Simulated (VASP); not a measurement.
Hg, 2 atoms in the cell. It takes space group P6_3/mmc (No. 194, hexagonal). Conventional cell: a = 3.598 Å, b = 3.598 Å, c = 5.583 Å, α = 90.00°, β = 90.00°, γ = 120.00°. Within 4.6 Å of Hg (site symmetry -6m2) lie 12 Hg at 3.48 to 3.60 Å. 

```yaml
Program: VASP 6.6.1
Task: single point
Functional: PBE
Potentials_or_basis: VASP PAW PBE potentials, release 64 (Hg)
Cutoff: 520 eV
k_mesh: 14 × 14 × 8
Occupations: fermi-dirac, width 0.05 eV
Spin: no spin polarisation
Dipole_correction: no
Further_INCAR_settings: ALGO = Normal; EDIFF = 1e-07; NBANDS = 19
```

Potentials or basis: VASP PAW PBE potentials, release 64 (Hg).

Run with:

```sh
$ cat potpaw_PBE.64/Hg/POTCAR > POTCAR
$ mpirun -np 1 vasp_std > vasp.out
```

Hardware: 1 thread of Intel(R) Xeon(R) Platinum 8375C CPU @ 2.90GHz (Ice Lake), on a shared host.

Estimate the wall time of this run.

Run time: 69 s on 1 thread of Intel(R) Xeon(R) Platinum 8375C CPU @ 2.90GHz (Ice Lake) (shared host), peak memory 0.25 GiB. Counts: scf iterations 11, k points 120.
